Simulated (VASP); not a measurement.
# Be2C (Fm-3m) in VASP: notebook

Runs on Be2C. Level: LDA. Tasks: single point.

Everything below comes from runs of VASP 6.6.1. Logs are shortened: lines on timing, memory, paths and dates and some standing lists are left out, and cuts for length are marked.

### 1 The cell of the first run

Symmetry: Fm-3m, No. 225, cubic system. The conventional cell has a = 4.245 Å, b = 4.245 Å, c = 4.245 Å, α = 90.00°, β = 90.00°, γ = 90.00°. Within 2.4 Å of Be (site symmetry -43m) lie 4 C at 1.84 Å and 6 Be at 2.12 Å. C (site symmetry m-3m) has 8 Be at 1.84 Å within 2.4 Å.

### 2 Single point, LDA (6.37 Å³/atom)

Input file INCAR:

```
PREC = Accurate ; ENCUT = 600
EDIFF = 1E-6 ; ISMEAR = 0
SIGMA = 0.05 ; LREAL = F
LASPH = T ; NELM = 120
ALGO = Normal ; ISIF = 2
LWAVE = F ; LCHARG = F
GGA = CA ; NBANDS = 11
GGA_COMPAT = F
```

Input file KPOINTS:

```
Automatic mesh
0
Gamma
  10 10 10
```

Input file POSCAR:

```
Be2C
1.0
    0.0000000000      2.1225233657      2.1225233657
    2.1225233657      0.0000000000      2.1225233657
    2.1225233657      2.1225233657      0.0000000000
Be C
2 1
Direct
    0.2500000000      0.2500000000      0.2500000000
    0.7500000000      0.7500000000      0.7500000000
    0.0000000000      0.0000000000      0.0000000000
```

Potentials or basis: VASP PAW LDA potentials, release 64 (Be, C).

Started as:

```console
$ cat potpaw_LDA.64/Be/POTCAR potpaw_LDA.64/C/POTCAR > POTCAR
$ mpirun -np 1 vasp_std > vasp.out
```

OUTCAR:

```text
PREC = Accurate
   ENCUT = 600
   EDIFF = 1E-6
   ISMEAR = 0
   LREAL = F
   LASPH = T
   NELM = 120
   ISIF = 2
   GGA = CA

 ion  position               nearest neighbor table
   1  0.250  0.250  0.250-   3 1.84   3 1.84   3 1.84   3 1.84   2 2.12   2 2.12   2 2.12   2 2.12
                             2 2.12   2 2.12
   2  0.750  0.750  0.750-   3 1.84   3 1.84   3 1.84   3 1.84   1 2.12   1 2.12   1 2.12   1 2.12
                             1 2.12   1 2.12
   3  0.000  0.000  0.000-   2 1.84   2 1.84   2 1.84   1 1.84   2 1.84   1 1.84   1 1.84   1 1.84

  LATTYP: Found a face centered cubic cell.
 ALAT       =     4.2450467314

  Lattice vectors:

 A1 = (   0.0000000000,   2.1225233657,   2.1225233657)
 A2 = (   2.1225233657,   0.0000000000,   2.1225233657)
 A3 = (   2.1225233657,   2.1225233657,   0.0000000000)

Analysis of symmetry for initial positions (statically):
=====================================================================
 Subroutine PRICEL returns:
 Original cell was already a primitive cell.

 Routine SETGRP: Setting up the symmetry group for a
 face centered cubic supercell.

 Subroutine GETGRP returns: Found 48 space group operations
 (whereof 48 operations were pure point group operations)
 out of a pool of 48 trial point group operations.

The static configuration has the point symmetry O_h .

Analysis of symmetry for dynamics (positions and initial velocities):
=====================================================================
 Subroutine PRICEL returns:
 Original cell was already a primitive cell.

 Routine SETGRP: Setting up the symmetry group for a
 face centered cubic supercell.

 Subroutine GETGRP returns: Found 48 space group operations
 (whereof 48 operations were pure point group operations)
 out of a pool of 48 trial point group operations.

The dynamic configuration has the point symmetry O_h .

 Subroutine INISYM returns: Found 48 space group operations
 (whereof 48 operations are pure point group operations),
 and found     1 'primitive' translations

----------------------------------------------------------------------------------------

                                     Primitive cell

  volume of cell :      19.1244

  direct lattice vectors                    reciprocal lattice vectors
     0.000000000  2.122523366  2.122523366    -0.235568667  0.235568667  0.235568667
     2.122523366  0.000000000  2.122523366     0.235568667 -0.235568667  0.235568667
     2.122523366  2.122523366  0.000000000     0.235568667  0.235568667 -0.235568667

  length of vectors
     3.001701330  3.001701330  3.001701330     0.408016900  0.408016900  0.408016900

  position of ions in fractional coordinates (direct lattice)
     0.250000000  0.250000000  0.250000000
     0.750000000  0.750000000  0.750000000
     0.000000000  0.000000000  0.000000000

  ion indices of the primitive-cell ions
   primitive index   ion index
                 1           1
                 2           2
                 3           3

----------------------------------------------------------------------------------------

 KPOINTS: Automatic mesh

Automatic generation of k-mesh.
 Grid dimensions read from file:
 generate k-points for:   10   10   10

 Generating k-lattice:

  Cartesian coordinates                     Fractional coordinates (reciprocal lattice)
    -0.023556867  0.023556867  0.023556867     0.100000000  0.000000000  0.000000000
     0.023556867 -0.023556867  0.023556867     0.000000000  0.100000000  0.000000000
     0.023556867  0.023556867 -0.023556867     0.000000000  0.000000000  0.100000000

  Length of vectors
     0.040801690  0.040801690  0.040801690

  Shift w.r.t. Gamma in fractional coordinates (k-lattice)
     0.000000000  0.000000000  0.000000000

 Subroutine IBZKPT returns following result:
 ===========================================

 Found     47 irreducible k-points:

 Following reciprocal coordinates:
            Coordinates               Weight
  0.000000  0.000000  0.000000      1.000000
  0.100000  0.000000  0.000000      8.000000
  0.200000  0.000000  0.000000      8.000000
  0.300000  0.000000  0.000000      8.000000
  0.400000  0.000000  0.000000      8.000000
  0.500000  0.000000  0.000000      4.000000
[... 16 lines left out ...]
  0.300000  0.300000  0.000000      6.000000
  0.400000  0.300000  0.000000     24.000000
 [... further k-points ...]
   k-points           NKPTS =     47   k-points in BZ     NKDIM =     47   number of bands    NBANDS=     11
   number of dos      NEDOS =    301   number of ions     NIONS =      3
   total plane-waves  NPLWV =  13824
   dimension x,y,z NGX =    24 NGY =   24 NGZ =   24
   dimension x,y,z NGXF=    48 NGYF=   48 NGZF=   48
   ions per type =               2   1
   NGX,Y,Z   is equivalent  to a cutoff of  13.29, 13.29, 13.29 a.u.
   NGXF,Y,Z  is equivalent  to a cutoff of  26.58, 26.58, 26.58 a.u.
 SYSTEM =  unknown system
   PREC   = accura    normal or accurate (medium, high low for compatibility)
   ISTART =      0    job   : 0-new  1-cont  2-samecut
   ICHARG =      2    charge: 1-file 2-atom 10-const
   ISPIN  =      1    spin polarized calculation?
   LNONCOLLINEAR =      F non collinear calculations
   LSORBIT =      F    spin-orbit coupling
   LASPH  =      T    aspherical Exc in radial PAW
   ENCUT  =  600.0 eV  44.10 Ry    6.64 a.u.   6.00  6.00  6.00*2*pi/ulx,y,z
   NELM   =    120;   NELMIN=  2; NELMDL= -5     # of ELM steps
   EDIFF  = 0.1E-05   stopping-criterion for ELM
   LREAL  =      F    real-space projection
   EDIFFG = 0.1E-04   stopping-criterion for IOM
   NSW    =      0    number of steps for IOM
   IBRION =     -1    ionic relax: 0-MD 1-quasi-New 2-CG
   NFREE  =      0    steps in history (QN), initial steepest desc. (CG)
   ISIF   =      2    stress and relaxation
   ISYM   =      2    0-nonsym 1-usesym 2-fastsym
   POTIM  = 0.5000    time-step for ionic-motion
   TEBEG  =    0.0;   TEEND  =   0.0 temperature during run
   PSTRESS=    0.0 pullay stress
   NELECT =       8.0000    total number of electrons
   NUPDOWN=      -1.0000    fix difference up-down
   EMIN   =  10.00;   EMAX   =-10.00  energy-range for DOS
   EFERMI =   0.00;   METHOD = LEGACY
   ISMEAR =     0;   SIGMA  =   0.05  broadening in eV -4-tet -1-fermi 0-gaus
   EFERMI_NEDOS =   21; number of points for ismear=-14 and -15
   IALGO  =     38    algorithm
   IMIX   =      4    mixing-type and parameters
     AMIX     =   0.40;   BMIX     =  1.00
     AMIX_MAG =   1.60;   BMIX_MAG =  1.00
  volume/ion in A,a.u.               =       6.37        43.02
  Fermi-wavevector in a.u.,A,eV,Ry     =   1.224360  2.313704 20.395903  1.499057
  Thomas-Fermi vector in A             =   2.359437
   LORBIT       =      0    0 simple, 1 ext, 2 COOP (PROOUT), +10 PAW based schemes
   GGA     = CA    functional components
   LHFCALC =     F    Hartree Fock is set to
   AEXX    =    0.0000 exact exchange contribution
   IVDW    =     0    specifies the selected vdW correction
   LEPSILON=     F    determine dielectric tensor
   LRPA    =     F    only Hartree local field effects (RPA)
 non-spin polarized calculation
 Gauss-broadening in eV      SIGMA  =   0.05
  energy-cutoff  :      600.00
  volume of cell :       19.12
 maximum number of plane-waves:       648
   NGX = 11   NGY = 11   NGZ = 11

 number of electron       7.9999999 magnetization

 Free energy of the ion-electron system (eV)
  ---------------------------------------------------
  ext. energy  EPLUGINS =         0.00000000
  ---------------------------------------------------
  free energy    TOTEN  =       -19.42752729 eV

  energy without entropy =      -19.42752729  energy(sigma->0) =      -19.42752729

 E-fermi :   8.3727     XC(G=0): -11.7560

 val. band max:        8.1092970381   @ k =   0.0000   0.0000   0.0000
 cond. band min:       9.3157030334   @ k =   0.5000   0.5000   0.0000
 fundamental gap:      1.2064059953
 Fermi energy:         8.3727048853

 k-point     1 :       0.0000    0.0000    0.0000
  band No.  band energies     occupation
      1      -7.1860      2.00000
      2       8.1093      2.00000
      3       8.1093      2.00000
      4       8.1093      2.00000
      5      12.2403      0.00000
      6      12.2403      0.00000
      7      12.2403      0.00000
      8      15.6431      0.00000
      9      21.5921      0.00000
     10      21.5921      0.00000
     11      21.5921      0.00000

 k-point     2 :       0.1000    0.0000    0.0000
  band No.  band energies     occupation
      1      -7.0227      2.00000
      2       6.7362      2.00000
      3       7.7812      2.00000
      4       7.7812      2.00000
      5      12.7121      0.00000
      6      12.7121      0.00000
      7      13.1883      0.00000
      8      15.9265      0.00000
      9      20.5220      0.00000
     10      20.5220      0.00000
     11      22.0667      0.00000

 k-point     3 :       0.2000    0.0000    0.0000
  band No.  band energies     occupation
      1      -6.5380      2.00000
      2       4.3339      2.00000
      3       7.1587      2.00000
      4       7.1587      2.00000
      5      13.4887      0.00000
      6      13.4887      0.00000
      7      14.3618      0.00000
      8      16.6700      0.00000
      9      19.5886      0.00000
     10      19.5886      0.00000
     11      23.3530      0.00000

 k-point     4 :       0.3000    0.0000    0.0000
  band No.  band energies     occupation
      1      -5.7566      2.00000
      2       1.9704      2.00000
      3       6.6200      2.00000
      4       6.6200      2.00000
      5      13.6307      0.00000
      6      13.6307      0.00000
      7      15.1532      0.00000
      8      17.4576      0.00000
      9      20.2062      0.00000
     10      20.2062      0.00000
     11      24.8383      0.00000

 k-point     5 :       0.4000    0.0000    0.0000
  band No.  band energies     occupation
      1      -4.7867      2.00000
      2      -0.0016      2.00000
      3       6.2842      2.00000
      4       6.2842      2.00000
      5      13.3139      0.00000
      6      13.3139      0.00000
      7      15.6842      0.00000
      8      18.0029      0.00000
      9      21.9410      0.00000
     10      21.9410      0.00000
     11      25.8205      0.00000
[... 211 lines left out ...]
 k-point    21 :      -0.3000    0.2000    0.0000
  band No.  band energies     occupation
      1      -4.6188      2.00000
      2       0.9475      2.00000
      3       3.6164      2.00000
      4       5.9146      2.00000
      5      13.4715      0.00000
      6      15.4712      0.00000
      7      17.0871      0.00000
      8      18.4408      0.00000
      9      18.6005      0.00000
     10      23.3630      0.00000
     11      25.7770      0.00000

 k-point    22 :      -0.2000    0.2000    0.0000
  band No.  band energies     occupation
      1      -5.5034      2.00000
      2       2.5359      2.00000
      3       4.0905      2.00000
      4       6.7524      2.00000
      5      14.1003      0.00000
      6      14.7553      0.00000
      7      16.4493      0.00000
      8      17.0392      0.00000
      9      17.2795      0.00000
     10      24.0698      0.00000
     11      25.0856      0.00000

 k-point    23 :       0.3000    0.3000    0.0000
  band No.  band energies     occupation
      1      -5.3234      2.00000
      2       3.9949      2.00000
      3       4.2149      2.00000
      4       4.2149      2.00000
      5      11.2562      0.00000
      6      13.5547      0.00000
      7      17.9781      0.00000
      8      17.9781      0.00000
      9      21.8296      0.00000
     10      25.9920      0.00000
     11      25.9920      0.00000

 k-point    24 :       0.4000    0.3000    0.0000
  band No.  band energies     occupation
      1      -4.6357      2.00000
      2       2.4866      2.00000
      3       3.7700      2.00000
      4       3.8594      2.00000
      5      10.9247      0.00000
      6      14.2287      0.00000
      7      18.6903      0.00000
      8      18.9264      0.00000
      9      22.7055      0.00000
     10      25.5490      0.00000
     11      26.3120      0.00000

 [... further k-points ...]

------------------------ aborting loop because EDIFF is reached ----------------------------------------

  FORCE on cell =-STRESS in cart. coord.  units (eV):
  Direction    XX          YY          ZZ          XY          YZ          ZX
  --------------------------------------------------------------------------------------
  -------------------------------------------------------------------------------------
  Total        0.4969207      0.4969207      0.4969207      0.0000000      0.0000000     -0.0000000
  in kB       41.6303632     41.6303632     41.6303632      0.0000000      0.0000000     -0.0000000
  external PRESSURE =      41.6303632 kB  Pullay stress =       0.0000000 kB

 VOLUME and BASIS-vectors are now :
 -----------------------------------------------------------------------------
  energy-cutoff  :      600.00
  volume of cell :       19.12
      direct lattice vectors                 reciprocal lattice vectors
     0.000000000  2.122523366  2.122523366    -0.235568667  0.235568667  0.235568667
     2.122523366  0.000000000  2.122523366     0.235568667 -0.235568667  0.235568667
     2.122523366  2.122523366  0.000000000     0.235568667  0.235568667 -0.235568667

 POSITION                                       TOTAL-FORCE (eV/Angst)
 -----------------------------------------------------------------------------------
      1.06126      1.06126      1.06126        -0.000000     -0.000000      0.000000
      3.18379      3.18379      3.18379         0.000000      0.000000     -0.000000
      0.00000      0.00000      0.00000        -0.000000      0.000000     -0.000000
 -----------------------------------------------------------------------------------
    total drift:                               -0.000000     -0.000000     -0.000000

  FREE ENERGIE OF THE ION-ELECTRON SYSTEM (eV)
  ---------------------------------------------------
  free  energy   TOTEN  =       -19.4275272924 eV

  energy  without entropy=      -19.4275272924  energy(sigma->0) =      -19.42752729
```

It took 7.6 s on 1 thread of Intel Xeon 8259CL, shared host; peak memory 0.13 GiB.

Results:

- Free energy: -19.4275 eV
- Pressure: 4.2 GPa
- Band gap on the k mesh: 1.21 eV (least direct gap 4.13 eV)

Caveat: the cell stands under pressure. A k mesh can miss the band edges.

### 3 Single point, LDA (6.48 Å³/atom)

This run uses another cell than the first one, of 6.48 Å³/atom.

Input file INCAR:

```
SYSTEM = Be2C
ALGO = Normal
EDIFF = 1E-6
ENCUT = 600
GGA = CA
GGA_COMPAT = .False.
ISIF = 2
ISMEAR = 0
LASPH = .True.
LCHARG = .True.
LELF = .True.
LREAL = .False.
LVHAR = .True.
LWAVE = .False.
NBANDS = 11
NELM = 120
PREC = Accurate
SIGMA = 0.05
```

Input file KPOINTS:

```
k-points
0
Gamma
  10 10 10
  0 0 0
```

Input file POSCAR:

```
Be2C
1.0
    0.0000000000      2.1339007426      2.1339007426
    2.1339007426      0.0000000000      2.1339007426
    2.1339007426      2.1339007426      0.0000000000
Be C
2 1
Direct
    0.2500000000      0.2500000000      0.2500000000
    0.7500000000      0.7500000000      0.7500000000
    0.0000000000      0.0000000000      0.0000000000
```

Potentials or basis: VASP PAW LDA potentials, release 64 (Be, C).

Started as:

```console
$ cat potpaw_LDA.64/Be/POTCAR potpaw_LDA.64/C/POTCAR > POTCAR
$ mpirun -np 1 vasp_std > vasp.out
```

Wall time 6.2 s (1 thread of Intel Xeon 8259CL, shared host); peak memory 0.13 GiB.

Results (log left out):

| Item | Value |
| --- | --- |
| Free energy | -19.4324 eV |
| Pressure | 0.6 GPa |
| Band gap on the k mesh | 1.20 eV (least direct gap 4.10 eV) |

Levels at points of the mesh, in eV from the valence-band top:
```csv
k point,band 2,band 3,band 4,band 5,band 6,band 7
"(0.00, 0.00, 0.00)",0.00,0.00,0.00,4.10,4.10,4.10
"(0.50, 0.00, 0.00)",-8.96,-1.91,-1.91,5.01,5.01,7.59
"(0.50, 0.50, 0.00)",-6.85,-4.92,-4.92,1.20,6.11,13.55
```

A k mesh can miss the band edges. As with any semilocal functional, this LDA gap is likely too small.
